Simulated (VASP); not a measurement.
# SnTe (Fm-3m) in VASP: relaxation of cell and atoms with r2SCAN

Aim: the relaxation of cell and atoms of SnTe with r2SCAN.

All numbers are computed with VASP 6.6.1; they aren't measurements. Logs are shortened: lines on timing, memory, paths and dates and some standing lists are left out, and cuts for length are marked.

### 1 The cell of the first run

It takes space group Fm-3m (No. 225, cubic). Conventional cell: a = 6.302 Å, b = 6.302 Å, c = 6.302 Å, α = 90.00°, β = 90.00°, γ = 90.00°. Within 4.1 Å of Sn (site symmetry m-3m) lie 6 Te at 3.15 Å. Te (site symmetry m-3m) has 6 Sn at 3.15 Å within 4.1 Å.

### 2 Relaxation of cell and atoms, r2SCAN

POSCAR reads:

```
SnTe
1.0
    0.0000000000      3.1508500000      3.1508500000
    3.1508500000      0.0000000000      3.1508500000
    3.1508500000      3.1508500000      0.0000000000
Sn Te
1 1
Direct
    0.0000000000      0.0000000000      0.0000000000
    0.5000000000      0.5000000000      0.5000000000
```

INCAR.step1 reads:

```
SYSTEM = SnTe
PREC = Accurate ; ENCUT = 600
ISMEAR = -1 ; SIGMA = 0.05
LREAL = .FALSE. ; LASPH = .TRUE.
NELM = 100 ; GGA = PE
ALGO = Normal ; EDIFF = 1E-4
LWAVE = .TRUE. ; LCHARG = .FALSE.
```

INCAR.step2 reads:

```
SYSTEM = SnTe
PREC = Accurate ; ENCUT = 600
EDIFF = 1E-6 ; ISMEAR = -1
SIGMA = 0.05 ; LREAL = .FALSE.
LASPH = .TRUE. ; NELM = 100
ALGO = Normal ; ISIF = 3
LWAVE = .FALSE. ; LCHARG = .FALSE.
METAGGA = R2SCAN ; LMIXTAU = .TRUE.
IBRION = 2 ; NSW = 100
EDIFFG = -0.002 ; ISTART = 1
```

KPOINTS reads:

```
Automatic mesh
0
G
  10 10 10
  0 0 0
```

Potentials or basis: VASP PAW PBE potentials, release 64 (Sn_d, Te).

The run is started by

```console
$ cat potpaw_PBE.64/Sn_d/POTCAR potpaw_PBE.64/Te/POTCAR > POTCAR
$ cp INCAR.step1 INCAR
$ mpirun -np 1 vasp_std > vasp.out
$ cp INCAR.step2 INCAR
$ mpirun -np 1 vasp_std > vasp.out
```

OUTCAR:

```text
SYSTEM = SnTe
   PREC = Accurate
   ENCUT = 600
   EDIFF = 1E-6
   ISMEAR = -1
   LREAL = .FALSE.
   LASPH = .TRUE.
   NELM = 100
   ISIF = 3
   METAGGA = R2SCAN
   IBRION = 2
   NSW = 100
   EDIFFG = -0.002
   ISTART = 1

 ion  position               nearest neighbor table
   1  0.000  0.000  0.000-   2 3.15   2 3.15   2 3.15   2 3.15   2 3.15   2 3.15
   2  0.500  0.500  0.500-   1 3.15   1 3.15   1 3.15   1 3.15   1 3.15   1 3.15

  LATTYP: Found a face centered cubic cell.
 ALAT       =     6.3017000000

  Lattice vectors:

 A1 = (   0.0000000000,   3.1508500000,   3.1508500000)
 A2 = (   3.1508500000,   0.0000000000,   3.1508500000)
 A3 = (   3.1508500000,   3.1508500000,   0.0000000000)

Analysis of symmetry for initial positions (statically):
=====================================================================
 Subroutine PRICEL returns:
 Original cell was already a primitive cell.

 Routine SETGRP: Setting up the symmetry group for a
 face centered cubic supercell.

 Subroutine GETGRP returns: Found 48 space group operations
 (whereof 48 operations were pure point group operations)
 out of a pool of 48 trial point group operations.

The static configuration has the point symmetry O_h .

Analysis of symmetry for dynamics (positions and initial velocities):
=====================================================================
 Subroutine PRICEL returns:
 Original cell was already a primitive cell.

 Routine SETGRP: Setting up the symmetry group for a
 face centered cubic supercell.

 Subroutine GETGRP returns: Found 48 space group operations
 (whereof 48 operations were pure point group operations)
 out of a pool of 48 trial point group operations.

The dynamic configuration has the point symmetry O_h .

 Subroutine INISYM returns: Found 48 space group operations
 (whereof 48 operations are pure point group operations),
 and found     1 'primitive' translations

----------------------------------------------------------------------------------------

                                     Primitive cell

  volume of cell :      62.5624

  direct lattice vectors                    reciprocal lattice vectors
     0.000000000  3.150850000  3.150850000    -0.158687338  0.158687338  0.158687338
     3.150850000  0.000000000  3.150850000     0.158687338 -0.158687338  0.158687338
     3.150850000  3.150850000  0.000000000     0.158687338  0.158687338 -0.158687338

  length of vectors
     4.455974803  4.455974803  4.455974803     0.274854533  0.274854533  0.274854533

  position of ions in fractional coordinates (direct lattice)
[... 8 lines left out ...]
----------------------------------------------------------------------------------------

 KPOINTS: Automatic mesh

Automatic generation of k-mesh.
 Grid dimensions read from file:
 generate k-points for:   10   10   10

 Generating k-lattice:

  Cartesian coordinates                     Fractional coordinates (reciprocal lattice)
    -0.015868734  0.015868734  0.015868734     0.100000000  0.000000000  0.000000000
     0.015868734 -0.015868734  0.015868734     0.000000000  0.100000000  0.000000000
     0.015868734  0.015868734 -0.015868734     0.000000000  0.000000000  0.100000000

  Length of vectors
     0.027485453  0.027485453  0.027485453

  Shift w.r.t. Gamma in fractional coordinates (k-lattice)
     0.000000000  0.000000000  0.000000000

 Subroutine IBZKPT returns following result:
 ===========================================

 Found     47 irreducible k-points:

 Following reciprocal coordinates:
            Coordinates               Weight
  0.000000  0.000000  0.000000      1.000000
  0.100000  0.000000  0.000000      8.000000
  0.200000  0.000000  0.000000      8.000000
  0.300000  0.000000  0.000000      8.000000
  0.400000  0.000000  0.000000      8.000000
  0.500000  0.000000  0.000000      4.000000
[... 16 lines left out ...]
  0.300000  0.300000  0.000000      6.000000
  0.400000  0.300000  0.000000     24.000000
 [... further k-points ...]
   k-points           NKPTS =     47   k-points in BZ     NKDIM =     47   number of bands    NBANDS=     14
   number of dos      NEDOS =    301   number of ions     NIONS =      2
   total plane-waves  NPLWV =  46656
   dimension x,y,z NGX =    36 NGY =   36 NGZ =   36
   dimension x,y,z NGXF=    72 NGYF=   72 NGZF=   72
   ions per type =               1   1
   NGX,Y,Z   is equivalent  to a cutoff of  13.43, 13.43, 13.43 a.u.
   NGXF,Y,Z  is equivalent  to a cutoff of  26.86, 26.86, 26.86 a.u.
 SYSTEM =  SnTe
   PREC   = accura    normal or accurate (medium, high low for compatibility)
   ISTART =      1    job   : 0-new  1-cont  2-samecut
   ICHARG =      0    charge: 1-file 2-atom 10-const
   ISPIN  =      1    spin polarized calculation?
   LNONCOLLINEAR =      F non collinear calculations
   LSORBIT =      F    spin-orbit coupling
   LASPH  =      T    aspherical Exc in radial PAW
   ENCUT  =  600.0 eV  44.10 Ry    6.64 a.u.   8.90  8.90  8.90*2*pi/ulx,y,z
   NELM   =    100;   NELMIN=  2; NELMDL=  0     # of ELM steps
   EDIFF  = 0.1E-05   stopping-criterion for ELM
   LREAL  =      F    real-space projection
   EDIFFG = -.2E-02   stopping-criterion for IOM
   NSW    =    100    number of steps for IOM
   IBRION =      2    ionic relax: 0-MD 1-quasi-New 2-CG
   NFREE  =      1    steps in history (QN), initial steepest desc. (CG)
   ISIF   =      3    stress and relaxation
   ISYM   =      2    0-nonsym 1-usesym 2-fastsym
   POTIM  = 0.5000    time-step for ionic-motion
   TEBEG  =    0.0;   TEEND  =   0.0 temperature during run
   PSTRESS=    0.0 pullay stress
   NELECT =      20.0000    total number of electrons
   NUPDOWN=      -1.0000    fix difference up-down
   EMIN   =  10.00;   EMAX   =-10.00  energy-range for DOS
   EFERMI =   0.00;   METHOD = LEGACY
   ISMEAR =    -1;   SIGMA  =   0.05  broadening in eV -4-tet -1-fermi 0-gaus
   EFERMI_NEDOS =   21; number of points for ismear=-14 and -15
   IALGO  =     38    algorithm
   IMIX   =      4    mixing-type and parameters
     AMIX     =   0.40;   BMIX     =  1.00
     AMIX_MAG =   1.60;   BMIX_MAG =  1.00
  volume/ion in A,a.u.               =      31.28       211.10
  Fermi-wavevector in a.u.,A,eV,Ry     =   1.119387  2.115336 17.048485  1.253028
  Thomas-Fermi vector in A             =   2.256026
   LORBIT       =      0    0 simple, 1 ext, 2 COOP (PROOUT), +10 PAW based schemes
   METAGGA = R2SCAN    functional components
   LHFCALC =     F    Hartree Fock is set to
   AEXX    =    0.0000 exact exchange contribution
   IVDW    =     0    specifies the selected vdW correction
   LEPSILON=     F    determine dielectric tensor
   LRPA    =     F    only Hartree local field effects (RPA)
 conjugate gradient relaxation of ions
 non-spin polarized calculation
  energy-cutoff  :      600.00
  volume of cell :       62.56
 maximum number of plane-waves:      2108
   NGX = 17   NGY = 17   NGZ = 17

--------------------------------------- Ionic step        1  -------------------------------------------

 number of electron      19.9999998 magnetization

 Free energy of the ion-electron system (eV)
  ---------------------------------------------------
  ext. energy  EPLUGINS =         0.00000000
  ---------------------------------------------------
  free energy    TOTEN  =       -50.68024301 eV

  energy without entropy =      -50.67952027  energy(sigma->0) =      -50.67988164

 E-fermi :   7.1156     XC(G=0): -10.0675

 val. band max:        7.1080774590   @ k =   0.5000   0.0000   0.0000
 cond. band min:       7.1389784089   @ k =   0.5000   0.0000   0.0000
 fundamental gap:      0.0309009499
 Fermi energy:         7.1156346909

 k-point     1 :       0.0000    0.0000    0.0000
  band No.  band energies     occupation
      1     -15.7394      2.00000
      2     -15.7394      2.00000
      3     -15.7285      2.00000
      4     -15.7284      2.00000
      5     -15.7284      2.00000
      6      -6.4824      2.00000
      7       2.2854      2.00000
      8       4.5287      2.00000
      9       4.5287      2.00000
     10       4.5287      2.00000
     11      10.4582      0.00000
     12      10.4582      0.00000
     13      10.4582      0.00000
     14      11.9833      0.00000

 k-point     2 :       0.1000    0.0000    0.0000
  band No.  band energies     occupation
      1     -15.7399      2.00000
      2     -15.7399      2.00000
      3     -15.7283      2.00000
      4     -15.7279      2.00000
      5     -15.7279      2.00000
      6      -6.3929      2.00000
      7       1.6933      2.00000
      8       4.5462      2.00000
      9       4.5462      2.00000
     10       4.9846      2.00000
     11       9.9518      0.00000
     12       9.9518      0.00000
     13      10.0217      0.00000
     14      11.9342      0.00000
[... 423 lines left out ...]
 VOLUME and BASIS-vectors are now :
 -----------------------------------------------------------------------------
  energy-cutoff  :      600.00
  volume of cell :       65.37
      direct lattice vectors                 reciprocal lattice vectors
    -0.000000000  3.197333738  3.197333738    -0.156380297  0.156380297  0.156380297
     3.197333738  0.000000000  3.197333738     0.156380297 -0.156380297  0.156380297
     3.197333738  3.197333738  0.000000000     0.156380297  0.156380297 -0.156380297

 POSITION                                       TOTAL-FORCE (eV/Angst)
 -----------------------------------------------------------------------------------
      3.19733      0.00000      3.19733         0.000000     -0.000000      0.000000
      3.19733      3.19733      3.19733        -0.000000      0.000000     -0.000000
 -----------------------------------------------------------------------------------
    total drift:                                0.000000      0.000000      0.000000

  FREE ENERGIE OF THE ION-ELECTRON SYSTEM (eV)
  ---------------------------------------------------
  free  energy   TOTEN  =       -50.6889811482 eV

  energy  without entropy=      -50.6885912253  energy(sigma->0) =      -50.68878619

--------------------------------------- Ionic step        3  -------------------------------------------

 number of electron      20.0000002 magnetization

 Free energy of the ion-electron system (eV)
  ---------------------------------------------------
  ext. energy  EPLUGINS =         0.00000000
  ---------------------------------------------------
  free energy    TOTEN  =       -50.69007666 eV

  energy without entropy =      -50.68960856  energy(sigma->0) =      -50.68984261

 E-fermi :   6.6764     XC(G=0):  -9.9104

 val. band max:        6.6126885202   @ k =   0.5000   0.0000   0.0000
 cond. band min:       6.7454264660   @ k =   0.5000   0.0000   0.0000
 fundamental gap:      0.1327379457
 Fermi energy:         6.6763752883

 k-point     1 :       0.0000    0.0000    0.0000
  band No.  band energies     occupation
      1     -16.1380      2.00000
      2     -16.1380      2.00000
      3     -16.1292      2.00000
      4     -16.1292      2.00000
      5     -16.1292      2.00000
      6      -6.6405      2.00000
      7       1.7359      2.00000
      8       4.2151      2.00000
      9       4.2151      2.00000
     10       4.2151      2.00000
     11       9.9756      0.00000
     12       9.9756      0.00000
     13       9.9756      0.00000
     14      11.6383      0.00000

 k-point     2 :       0.1000    0.0000    0.0000
  band No.  band energies     occupation
      1     -16.1383      2.00000
      2     -16.1383      2.00000
      3     -16.1291      2.00000
      4     -16.1287      2.00000
      5     -16.1287      2.00000
      6      -6.5553      2.00000
      7       1.2198      2.00000
      8       4.2325      2.00000
      9       4.2325      2.00000
     10       4.6049      2.00000
     11       9.4982      0.00000
     12       9.4982      0.00000
     13       9.5547      0.00000
     14      11.5852      0.00000
[... 387 lines left out ...]
 VOLUME and BASIS-vectors are now :
 -----------------------------------------------------------------------------
  energy-cutoff  :      600.00
  volume of cell :       64.64
      direct lattice vectors                 reciprocal lattice vectors
    -0.000000000  3.185362233  3.185362233    -0.156968019  0.156968019  0.156968019
     3.185362233  0.000000000  3.185362233     0.156968019 -0.156968019  0.156968019
     3.185362233  3.185362233  0.000000000     0.156968019  0.156968019 -0.156968019

 POSITION                                       TOTAL-FORCE (eV/Angst)
 -----------------------------------------------------------------------------------
      0.00000      0.00000      0.00000        -0.000000      0.000000     -0.000000
      3.18536      3.18536      3.18536         0.000000     -0.000000      0.000000
 -----------------------------------------------------------------------------------
    total drift:                               -0.000000      0.000000      0.000000

  FREE ENERGIE OF THE ION-ELECTRON SYSTEM (eV)
  ---------------------------------------------------
  free  energy   TOTEN  =       -50.6900766621 eV

  energy  without entropy=      -50.6896085621  energy(sigma->0) =      -50.68984261

 reached required accuracy - stopping structural energy minimisation
```

Wall time 3.2 min (1 thread of Intel Xeon 6975P-C (Granite Rapids), shared host); peak memory 0.26 GiB.

Results:

- Free energy: -50.6901 eV
- Relaxed volume: 32.32 Å³/atom
- Relaxed cell: a = 4.505 Å, b = 4.505 Å, c = 4.505 Å, α = 60.00°, β = 60.00°, γ = 60.00°
- Space group after relaxing (to 0.05 Å): Fm-3m (No. 225)
- Energy gained by relaxing: 4.9 meV/atom
- Ionic steps: 3
- Pressure after relaxing: 0.0 GPa
- Band gap on the k mesh: 0.13 eV, direct

The path:
| step | energy change (eV) | largest force (eV/Å) | pressure (GPa) | volume (Å³) |
| --- | --- | --- | --- | --- |
| 1 | 0.0000 | 0.0000 | 1.57 | 62.56 |
| 2 | -0.0087 | 0.0000 | -0.48 | 65.37 |
| 3 | -0.0098 | 0.0000 | 0.01 | 64.64 |

Final structure:
```xyz
2
Lattice="0.0000 3.1854 3.1854 3.1854 0.0000 3.1854 3.1854 3.1854 0.0000" Properties=species:S:1:pos:R:3 pbc="T T T"
Sn    0.0000    0.0000    0.0000
Te    3.1854    3.1854    3.1854
```

Caveat: the PAW data sets were made with another functional, which shifts forces and pressure a little; spin-orbit coupling is left out, which moves the levels of the heavy elements. Zero-point motion and thermal expansion aren't in these numbers.
